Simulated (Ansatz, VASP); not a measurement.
## One calculation of PbS, two programs

Contents of INCAR:

```
SYSTEM = PbS
PREC     = Accurate       ! precision mode
ENCUT    = 520            ! plane-wave cutoff, eV
EDIFF    = 1E-7           ! SCF threshold, eV
ISMEAR   = 0              ! smearing method
SIGMA    = 0.01           ! smearing width, eV
LREAL    = .False.        ! projectors in reciprocal space
LASPH    = .True.         ! aspherical terms in the spheres
NELM     = 100            ! most SCF steps
ALGO     = Normal         ! electronic algorithm
ISIF     = 2              ! what is computed and relaxed
LWAVE    = .False.        ! write WAVECAR
LCHARG   = .False.        ! write CHGCAR
NBANDS   = 50             ! bands
```

Contents of KPOINTS:

```
Automatic mesh
0
Gamma
  4 2 2
  0 0 0
```

Contents of POSCAR:

```
PbS
1.0
    4.0699280000      0.0000000000      0.0000000000
    0.0000000000      7.9648630000      0.0000000000
    0.0000000000     -0.1643490647      7.9631672087
Pb S
4 4
Direct
    0.0000000000      0.6631100000      0.3391500000
    0.0000000000      0.3391500000      0.6631100000
    0.5000000000      0.1373900000      0.1373900000
    0.0000000000      0.8237300000      0.8237300000
    0.5000000000      0.7748200000      0.1178500000
    0.5000000000      0.1178500000      0.7748200000
    0.0000000000      0.3109000000      0.3109000000
    0.5000000000      0.6372500000      0.6372500000
```

Input for Ansatz:

```yaml
crystal:
  lattice:
    a: 4.069928
    b: 7.964863
    c: 7.964863
    alpha: 91.18234
    beta: 90.0
    gamma: 90.0
  atoms:
    - { symbol: Pb, position: [0.0, 0.66311, 0.33915] }
    - { symbol: Pb, position: [0.0, 0.33915, 0.66311] }
    - { symbol: Pb, position: [0.5, 0.13739, 0.13739] }
    - { symbol: Pb, position: [0.0, 0.82373, 0.82373] }
    - { symbol: S, position: [0.5, 0.77482, 0.11785] }
    - { symbol: S, position: [0.5, 0.11785, 0.77482] }
    - { symbol: S, position: [0.0, 0.3109, 0.3109] }
    - { symbol: S, position: [0.5, 0.63725, 0.63725] }
basis:
  ecutwfc: 510.0
kpoints:
  mp_grid:
    grid: [4, 2, 2]
hamiltonian:
  xc: lda
scf:
  occupations:
    method: fixed
output:
  write_density: true
  volumetric_format: npy
  populations: true
  elf: true
  dos:
    de: 0.05
    method:
      smearing:
        sigma: 0.2
  eigenvalues: true
```

Alike in both runs: task single point; functional LDA; k mesh 4 × 2 × 2; no spin polarisation.

```csv
,VASP,Ansatz
version,VASP 6.6.1,Ansatz 0.2.0
potentials or method,"VASP PAW LDA potentials, release 64 (Pb_d, S), cutoff 520 eV","plane waves, PAW"
occupations,"gaussian, width 0.01 eV",fixed
valence electrons in the cell,80,80
```

|  | VASP | Ansatz | Ansatz less VASP |
| --- | --- | --- | --- |
| gap on the k mesh at the Fermi level (eV) | 0.42 | 0.44 | +0.017 |

LDA's correlation is that of Perdew and Zunger in VASP and of Perdew and Wang (1992) in Ansatz.

Spin-orbit coupling is off throughout.
